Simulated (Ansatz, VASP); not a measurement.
## CdH2O2 in VASP and in Ansatz

```
Cd H O
1.0
     3.51553    0.00000    0.00000
    -1.75776    3.04453    0.00000
     0.00000    0.00000    4.64298
Cd H O
1 2 2
Direct
  0.00000 0.00000 0.00000
  0.66667 0.33333 0.55096
  0.33333 0.66667 0.44904
  0.66667 0.33333 0.75937
  0.33333 0.66667 0.24063
```

Alike in both runs: task single point; functional LDA; k mesh 6 × 6 × 4; occupations gaussian, width 0.1 eV; no spin polarisation.

|  | VASP | Ansatz |
| --- | --- | --- |
| version | VASP 6.6.1 | Ansatz 0.2.0 |
| potentials or method | VASP PAW LDA potentials, release 64 (Cd, H, O), cutoff 520 eV | scalar-relativistic, plane waves, PAW |
| valence electrons in the cell | 26 | 34 |

|  | VASP | Ansatz | Ansatz less VASP |
| --- | --- | --- | --- |
| gap on the k mesh at the Fermi level (eV) | 1.56 | 1.56 | -0.001 |
| least direct gap on the mesh (eV) | 1.91 | 1.91 | -0.003 |
| pressure (GPa) | -3.1 | -4.2 | -1.09 |
| traceless stress, the component that is largest in VASP (GPa) | 3.49 | 2.89 | -0.595 |
| rms of the force components (eV/Å) | 0.465 | 0.393 | -0.0723 |

LDA's correlation is that of Perdew and Zunger in VASP and of Perdew and Wang (1992) in Ansatz. Atom by atom the forces differ by 0.081 eV/Å (rms over components). VASP's potentials hold 26 valence electrons a cell and Ansatz's 34, so a difference there can come from the potentials and not from the codes.
